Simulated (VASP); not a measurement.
Write the native input for VASP 6.6.1 that does the following.

- Task: single point
- Functional: PBEsol
- Potentials or basis: VASP PAW PBE potentials, release 64 (Hf_pv, C)
- Cutoff: 520 eV
- k mesh: 20 × 20 × 20
- Occupations: gaussian, width 0.15 eV
- Spin: no spin polarisation
- Dipole correction: no
- Further INCAR settings: ALGO = Normal; EDIFF = 1e-06; NBANDS = 14

The structure of HfC lies in POSCAR:

```
HfC
1.0
    0.0000000000      2.4544262213      2.0862622881
    2.4544262213      0.0000000000      2.0862622881
    2.4544262213      2.4544262213      0.0000000000
Hf C
1 1
Direct
    0.5000000000      0.5000000000      0.5000000000
    0.0000000000      0.0000000000      0.0000000000
```

This cell differs from its parent crystal: ratio of the length along z to the lengths across it x 0.85, volume and fractional coordinates fixed.

The input as run:

INCAR

```
  PREC = Accurate
  ENCUT = 520
  EDIFF = 1E-6
  ISMEAR = 0
  SIGMA = 0.15
  LREAL = False
  LASPH = True
  NELM = 100
  ALGO = Normal
  ISIF = 2
  LWAVE = False
  LCHARG = True
  GGA = PS
  LELF = True
  LVHAR = True
  NBANDS = 14
```

KPOINTS

```
Automatic mesh
0
Gamma
  20 20 20
```

Potentials or basis: VASP PAW PBE potentials, release 64 (Hf_pv, C).

The run is started by

```bash
$ cat potpaw_PBE.64/Hf_pv/POTCAR potpaw_PBE.64/C/POTCAR > POTCAR
$ mpirun -np 1 vasp_std > vasp.out
```

Results of the run:

```
Pressure               : 5.6 GPa
Band gap on the k mesh : zero (band 7 reaches 6.80 eV, above the bottom of band 8 at 4.53 eV)
```

Caveat: the PAW data sets were made with another functional, which shifts forces and pressure a little; spin-orbit coupling is left out, which moves the levels of the heavy elements.

It took 2.5 min on 1 thread of AMD EPYC 7R13 Processor (Zen 3), with other jobs on the host, peak memory 0.32 GiB.
